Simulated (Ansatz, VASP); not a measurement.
# Two plane-wave programs on Al

```xyz
1
Lattice="-1.6201 1.6201 1.5035 1.6201 -1.6201 1.5035 1.6201 1.6201 -1.5035" Properties=species:S:1:pos:R:3 pbc="T T T"
Al    0.0000    0.0000    0.0000
```

Alike in both runs: task single point; functional LDA; k mesh 22 × 22 × 22; occupations gaussian, width 0.15 eV; no spin polarisation.

|  | VASP | Ansatz |
| --- | --- | --- |
| version | VASP 6.6.1 | Ansatz 0.2.0 |
| potentials or method | VASP PAW LDA potentials, release 64 (Al), cutoff 520 eV | scalar-relativistic, plane waves, PAW |
| valence electrons in the cell | 3 | 3 |

Ansatz gave:

- gap on the k mesh at the Fermi level (eV): none
- pressure (GPa): 2.0
- traceless stress, the component that is largest in VASP (GPa): -1.36

**Question.** Estimate VASP's values.

**Answer.** gap on the k mesh at the Fermi level (eV): none; pressure (GPa): 2.1; traceless stress, the component that is largest in VASP (GPa): -1.38.

LDA's correlation is that of Perdew and Zunger in VASP and of Perdew and Wang (1992) in Ansatz. A gap of «none» marks a metal or a gap that the smearing closes.
